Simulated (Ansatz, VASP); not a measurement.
## One calculation of AlGa3N4, two programs

```xyz
8
Lattice="4.3064 0.0657 0.0657 0.0657 4.3064 0.0657 0.0657 0.0657 4.3064" Properties=species:S:1:pos:R:3 pbc="T T T"
Al    0.0000    0.0000    0.0000
Ga    2.1861    2.1861    0.0657
Ga    2.1861    0.0657    2.1861
Ga    0.0657    2.1861    2.1861
N     3.3162    3.3162    1.1551
N     3.3162    1.1551    3.3162
N     1.1551    3.3162    3.3162
N     1.0881    1.0881    1.0881
```

Alike in both runs: task single point; functional LDA; k mesh 6 × 6 × 6; occupations gaussian, width 0.05 eV; no spin polarisation.

|  | VASP | Ansatz |
| --- | --- | --- |
| version | VASP 6.6.1 | Ansatz 0.2.0 |
| potentials or method | VASP PAW LDA potentials, release 64 (Al, Ga_d, N), cutoff 520 eV | scalar-relativistic, plane waves, PAW |
| valence electrons in the cell | 62 | 62 |

Ansatz gave:

```
gap on the k mesh at the Fermi level (eV)                     : 3.01
least direct gap on the mesh (eV)                             : 3.01
pressure (GPa)                                                : 21.0
traceless stress, the component that is largest in VASP (GPa) : -7.92
rms of the force components (eV/Å)                            : 0.379
```

Task: What did VASP give for the same quantities?

Result: gap on the k mesh at the Fermi level (eV): 3.01; least direct gap on the mesh (eV): 3.01; pressure (GPa): 22.4; traceless stress, the component that is largest in VASP (GPa): -8.04; rms of the force components (eV/Å): 0.394.

Ansatz warns that its potentials were made for another functional, while VASP's fit it. LDA's correlation is that of Perdew and Zunger in VASP and of Perdew and Wang (1992) in Ansatz. Atom by atom the forces differ by 0.019 eV/Å (rms over components).
